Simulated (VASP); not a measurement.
Here is a VASP 6.6.1 calculation.

Contents of INCAR:

```
PREC     = Accurate       # precision mode
ENCUT    = 500            # plane-wave cutoff, eV
EDIFF    = 1E-6           # SCF threshold, eV
ISMEAR   = 0              # smearing method
SIGMA    = 0.02           # smearing width, eV
LREAL    = F              # projectors in reciprocal space
LASPH    = T              # aspherical terms in the spheres
NELM     = 120            # most SCF steps
ALGO     = Normal         # electronic algorithm
ISIF     = 2              # what is computed and relaxed
LWAVE    = F              # write WAVECAR
LCHARG   = F              # write CHGCAR
GGA      = PE             # functional
IVDW     = 12             # dispersion correction
NBANDS   = 16             # bands
GGA_COMPAT= F
```

The input KPOINTS:

```
regular mesh
0
Gamma
  8 8 8
```

Contents of POSCAR:

```
ZnSe
1.0
    0.0000000000      2.8275041651      2.8275041651
    2.8275041651      0.0000000000      2.8275041651
    2.8275041651      2.8275041651      0.0000000000
Zn Se
1 1
Direct
    0.0000000000      0.0000000000      0.0000000000
    0.2500000000      0.2500000000      0.2500000000
```

Potentials or basis: VASP PAW PBE potentials, release 64 (Zn, Se).

Run with:

```sh
$ cat potpaw_PBE.64/Zn/POTCAR potpaw_PBE.64/Se/POTCAR > POTCAR
$ mpirun -np 1 vasp_std > vasp.out
```

(1) What does it give for the band gap on the k mesh?

(2) What does it give for the pressure?

Results:

(1) 1.32 eV, direct.

(2) 0.2 GPa.
